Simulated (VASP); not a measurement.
Wanted: the native input for a VASP 6.6.1 run.

| Property | Result |
| --- | --- |
| Task | single point |
| Functional | PBEsol |
| Potentials or basis | VASP PAW PBE potentials, release 64 (Pt) |
| Cutoff | 520 eV |
| k mesh | 18 × 18 × 10 |
| Occupations | gaussian, width 0.1 eV |
| Spin | no spin polarisation |
| Dipole correction | no |
| Further INCAR settings | ALGO = Normal; EDIFF = 1e-06; NBANDS = 17 |

The structure of Pt lies in POSCAR:

```
Pt
1.0
    2.7606656158      0.0000000000      0.0000000000
   -1.3803328079      2.3908065546      0.0000000000
    0.0000000000      0.0000000000      4.7921340000
Pt
2
Direct
    0.6666666700      0.3333333300      0.7500000000
    0.3333333300      0.6666666700      0.2500000000
```

This isn't the form of Pt at room conditions, which is fcc.

The input as run:

INCAR

```
PREC     = Accurate       # precision mode
ENCUT    = 520            # plane-wave cutoff, eV
EDIFF    = 1E-6           # SCF threshold, eV
ISMEAR   = 0              # smearing method
SIGMA    = 0.1            # smearing width, eV
LREAL    = False          # projectors in reciprocal space
LASPH    = True           # aspherical terms in the spheres
NELM     = 100            # most SCF steps
ALGO     = Normal         # electronic algorithm
ISIF     = 2              # what is computed and relaxed
LWAVE    = False          # write WAVECAR
LCHARG   = False          # write CHGCAR
GGA      = PS             # functional
NBANDS   = 17             # bands
```

KPOINTS

```
regular mesh
0
Gamma
  18 18 10
```

Potentials or basis: VASP PAW PBE potentials, release 64 (Pt).

Run with:

```sh
$ cat potpaw_PBE.64/Pt/POTCAR > POTCAR
$ mpirun -np 1 vasp_std > vasp.out
```

It gave:

| Item | Value |
| --- | --- |
| Pressure | -11.3 GPa |
| Band gap on the k mesh | zero (bands 10 and 11 overlap by 1.27 eV) |

Caveat: the cell stands under tension; the PAW data sets were made with another functional, which shifts forces and pressure a little; spin-orbit coupling is left out, which moves the levels of the heavy elements.

Run time: 35 s on 1 thread of Intel(R) Xeon(R) 6975P-C (Granite Rapids), on a shared host, peak memory 0.23 GiB.
